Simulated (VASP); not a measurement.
Ga2BSb3:

```
CELL_PARAMETERS angstrom
5.99955 0.00000 0.00000
-2.99977 5.19576 0.00000
0.00000 0.00000 5.49599
ATOMIC_POSITIONS crystal
Ga 0.33333 0.66667 0.00000
Ga 0.66667 0.33333 0.00000
B 0.00000 0.00000 0.50000
Sb 0.50000 0.00000 0.50000
Sb 0.00000 0.50000 0.50000
Sb 0.50000 0.50000 0.50000
```

* Program: VASP 6.6.1
* Task: relaxation of cell and atoms
* Functional: PBE
* Potentials or basis: VASP PAW PBE potentials, release 64 (Ga_d, B, Sb)
* Cutoff: 600 eV
* k mesh: 6 × 6 × 8
* Occupations: gaussian, width 0.1 eV
* Spin: no spin polarisation

At the start: pressure 0.4 GPa; volume 28.55 Å³/atom.

How do energy, volume and symmetry change on relaxing?

Over 7 steps the energy falls by 16.4 meV/atom and the volume is 28.27 Å³/atom (-1.0 %); space group P6/mmm (No. 191, to 0.05 Å).

The path:
```tsv
step	energy change (eV)	largest force (eV/Å)	pressure (GPa)	volume (Å³)
1	0.0000	0.0000	0.37	171.32
2	-0.0496	0.0000	-0.30	172.91
3	-0.0743	0.0000	-0.83	174.36
4	-0.0772	0.0000	-0.99	174.95
5	-0.0975	0.0000	-0.18	170.27
6	-0.0975	0.0000	-0.14	170.13
7	-0.0983	0.0000	-0.02	169.64
```

Final structure:
```
Ga B Sb
1.0
     6.14065    0.00000    0.00000
    -3.07032    5.31796    0.00000
     0.00000    0.00000    5.19485
Ga B Sb
2 1 3
Direct
  0.33333 0.66667 0.00000
  0.66667 0.33333 0.00000
  0.00000 0.00000 0.50000
  0.50000 0.00000 0.50000
  0.00000 0.50000 0.50000
  0.50000 0.50000 0.50000
```
